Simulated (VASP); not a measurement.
ZrB2:

```xyz
3
Lattice="3.2117 0.0000 0.0000 -1.6059 2.7814 0.0000 0.0000 0.0000 3.5795" Properties=species:S:1:pos:R:3 pbc="T T T"
Zr    0.0000    0.0000    0.0000
B     1.6059    0.9271    1.7897
B     0.0000    1.8543    1.7897
```

This cell differs from its parent crystal: volume scaled by 1.04.

Base run:

- Program: VASP 6.6.1
- Functional: PBEsol
- Potentials or basis: VASP PAW PBE potentials, release 64 (Zr_sv, B)
- Cutoff: 520 eV
- k mesh: 10 × 10 × 8
- Occupations: fermi-dirac, width 0.05 eV
- Spin: no spin polarisation

Its results: band gap on the k mesh zero (band 9 reaches 10.53 eV, above the bottom of band 10 at 9.77 eV); pressure -12.3 GPa.

After a change of settings the same cell gave: band gap on the k mesh zero (band 9 reaches 10.53 eV, above the bottom of band 10 at 9.77 eV); pressure -15.3 GPa. Which change was it?
A. functional from PBEsol to r2SCAN
B. dispersion from none to D4
C. functional from PBEsol to PBE

B.

Dispersion adds attraction, which lowers the pressure at fixed volume and, as a term added to the energy, leaves the levels alone.

Caveats: the PAW data sets were made with another functional, which shifts forces and pressure a little; pairwise dispersion overbinds metals, which lowers pressure and volume (some runs).
